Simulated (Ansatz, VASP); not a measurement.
## One calculation of HfO2, two programs

File POSCAR:

```
HfO2
1.0
    0.0000000000      2.6853750000      2.6214375000
    2.6853750000      0.0000000000      2.6214375000
    2.6853750000      2.6853750000      0.0000000000
Hf O
1 2
Direct
    0.0000000000      0.0000000000      0.0000000000
    0.2500000000      0.2500000000      0.2500000000
    0.7500000000      0.7500000000      0.7500000000
```

The input INCAR.step1:

```
  PREC = Accurate
  ENCUT = 520
  ISMEAR = 0
  SIGMA = 0.05
  LREAL = F
  LASPH = T
  NELM = 100
  NBANDS = 18
  GGA = PE
  ALGO = Normal
  EDIFF = 1E-4
  LWAVE = T
  LCHARG = F
```

INCAR.step2

```
  PREC = Accurate
  ENCUT = 520
  EDIFF = 1E-7
  ISMEAR = 0
  SIGMA = 0.05
  LREAL = F
  LASPH = T
  NELM = 100
  ALGO = Normal
  ISIF = 2
  LWAVE = F
  LCHARG = F
  METAGGA = R2SCAN
  LMIXTAU = T
  NBANDS = 18
  ISTART = 1
```

Contents of KPOINTS:

```
Automatic mesh
0
Gamma
  8 8 8
```

Input for Ansatz:

```yaml
crystal:
  lattice:
    - [0.0, 2.685375, 2.6214375]
    - [2.685375, 0.0, 2.6214375]
    - [2.685375, 2.685375, 0.0]
  atoms:
    - { symbol: Hf, position: [0.0, 0.0, 0.0] }
    - { symbol: O, position: [0.25, 0.25, 0.25] }
    - { symbol: O, position: [0.75, 0.75, 0.75] }
basis:
  ecutwfc: 500
kpoints:
  mp_grid: { grid: [8, 8, 8] }
hamiltonian:
  xc: r2scan
scf:
  occupations: { method: gaussian, width: 0.05 }
output:
  forces: true
  stress: true
  eigenvalues: true
```

Change from the starting cell: strain +0.050 along x and y, +0.025 along z, atoms carried along.

Alike in both runs: task single point; functional r2SCAN; k mesh 8 × 8 × 8; occupations gaussian, width 0.05 eV; no spin polarisation.

|  | VASP | Ansatz |
| --- | --- | --- |
| version | VASP 6.6.1 | Ansatz 0.2.0 |
| potentials or method | VASP PAW PBE potentials, release 64 (Hf_pv, O), cutoff 520 eV | scalar-relativistic, plane waves, PAW |
| valence electrons in the cell | 22 | 38 |

|  | VASP | Ansatz | Ansatz less VASP |
| --- | --- | --- | --- |
| gap on the k mesh at the Fermi level (eV) | 3.67 | 3.69 | +0.024 |
| least direct gap on the mesh (eV) | 3.67 | 3.69 | +0.024 |
| pressure (GPa) | -33.0 | -30.4 | +2.59 |
| traceless stress, the component that is largest in VASP (GPa) | 6.50 | 6.43 | -0.075 |

VASP's potentials were made for PBE, not for r2SCAN. Both programs put the cell under strong tension, so it lies far from rest at this level. VASP's potentials hold 22 valence electrons a cell and Ansatz's 38, so a difference there can come from the potentials and not from the codes.

Neither program's run includes spin-orbit coupling. Noted on VASP's run: the cell as given lies far from equilibrium.
